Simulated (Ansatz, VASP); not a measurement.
**MgO: VASP beside Ansatz**

INCAR

```
  PREC = Accurate
  ENCUT = 840
  EDIFF = 1E-6
  ISMEAR = 0
  SIGMA = 0.05
  LREAL = F
  LASPH = T
  NELM = 120
  ALGO = Normal
  ISIF = 2
  LWAVE = F
  LCHARG = F
  NBANDS = 42
  GGA_COMPAT = F
```

The input KPOINTS:

```
regular mesh
0
Gamma
  6 6 6
```

The input POSCAR:

```
MgO
1.0
    4.1607146133      0.0000000000      0.0000000000
    0.0000000000     -4.1607146133      0.0000000000
    0.0000000000      0.0000000000     -4.1607146133
Mg O
4 4
Direct
   -0.0530239000      1.0530239000      1.1249785309
    0.5000000000      0.5000000000      1.0000000000
    0.5000000000      1.0000000000      0.5000000000
    0.0000000000      0.5000000000      0.5000000000
    0.5000000000      0.0000000000      0.0000000000
    0.0000000000      0.5000000000      0.0000000000
    0.0000000000      0.0000000000      0.5000000000
    0.5000000000      0.5000000000      0.5000000000
```

Input for Ansatz:

```yaml
crystal:
  lattice:
    - [4.1607146133, 0.0, 0.0]
    - [0.0, -4.1607146133, 0.0]
    - [0.0, 0.0, -4.1607146133]
  atoms:
    - { symbol: Mg, position: [-0.0530239, 1.0530239, 1.1249785309] }
    - { symbol: Mg, position: [0.5, 0.5, 1.0] }
    - { symbol: Mg, position: [0.5, 1.0, 0.5] }
    - { symbol: Mg, position: [0.0, 0.5, 0.5] }
    - { symbol: O, position: [0.5, 0.0, 0.0] }
    - { symbol: O, position: [0.0, 0.5, 0.0] }
    - { symbol: O, position: [0.0, 0.0, 0.5] }
    - { symbol: O, position: [0.5, 0.5, 0.5] }
basis:
  ecutwfc: 420
kpoints:
  mp_grid: { grid: [6, 6, 6] }
hamiltonian:
  xc: lda
  pseudopotentials: { kind: paw, azcp: { folder: soft_1 } }
scf:
  occupations: { method: gaussian, width: 0.05 }
output:
  forces: true
  stress: true
  eigenvalues: true
```

Alike in both runs: task single point; functional LDA; k mesh 6 × 6 × 6; occupations gaussian, width 0.05 eV; no spin polarisation.

```csv
,VASP,Ansatz
version,VASP 6.6.1,Ansatz 0.2.0
potentials or method,"VASP PAW LDA potentials, release 64 (Mg_sv, O), cutoff 840 eV","scalar-relativistic, plane waves, PAW"
valence electrons in the cell,64,64
```

```tsv
	VASP	Ansatz	Ansatz less VASP
gap on the k mesh at the Fermi level (eV)	4.88	4.87	-0.009
least direct gap on the mesh (eV)	4.88	4.87	-0.009
pressure (GPa)	14.0	13.1	-0.85
traceless stress, the component that is largest in VASP (GPa)	17.32	16.68	-0.639
rms of the force components (eV/Å)	2.939	2.843	-0.0963
```

Ansatz warns that its potentials were made for another functional, while VASP's fit it. LDA's correlation is that of Perdew and Zunger in VASP and of Perdew and Wang (1992) in Ansatz. Atom by atom the forces differ by 0.101 eV/Å (rms over components).
